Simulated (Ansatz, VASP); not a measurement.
SiO2 in VASP and in Ansatz

```xyz
12
Lattice="4.9717 0.0000 0.0000 0.0000 4.9717 0.0000 0.0000 0.0000 6.9223" Properties=species:S:1:pos:R:3 pbc="T T T"
Si    1.4929    1.4929    0.0000
Si    0.9929    3.9788    1.7306
Si    3.4788    3.4788    3.4611
Si    3.9788    0.9929    5.1917
O     1.1892    0.5190    1.2370
O     1.9668    3.6751    2.9676
O     3.7825    4.4527    4.6982
O     3.0049    1.2966    6.4287
O     3.6751    1.9668    3.9547
O     4.4527    3.7825    2.2241
O     1.2966    3.0049    0.4936
O     0.5190    1.1892    5.6853
```

Alike in both runs: task electric field gradients; functional RPBE; k mesh 5 × 5 × 4; occupations fermi-dirac, width 0.02 eV; no spin polarisation.

|  | VASP | Ansatz |
| --- | --- | --- |
| version | VASP 6.6.1 | Ansatz 0.2.0 |
| potentials or method | VASP PAW PBE potentials, release 64 (Si, O), cutoff 520 eV | plane-wave PAW, scalar-relativistic |
| valence electrons in the cell | 64 | 64 |

```csv
,VASP,Ansatz,Ansatz less VASP
gap on the k mesh at the Fermi level (eV),6.01,6.01,-0.004
pressure (GPa),10.2,10.5,+0.30
"traceless stress, the component that is largest in VASP (GPa)",0.11,0.17,+0.051
rms of the force components (eV/Å),0.272,0.288,+0.0168
size of Vzz on the site where it differs most (V/Å²),87.1,91.8,+4.74
```

VASP's potentials were made for PBE, not for RPBE. Atom by atom the forces differ by 0.019 eV/Å (rms over components).
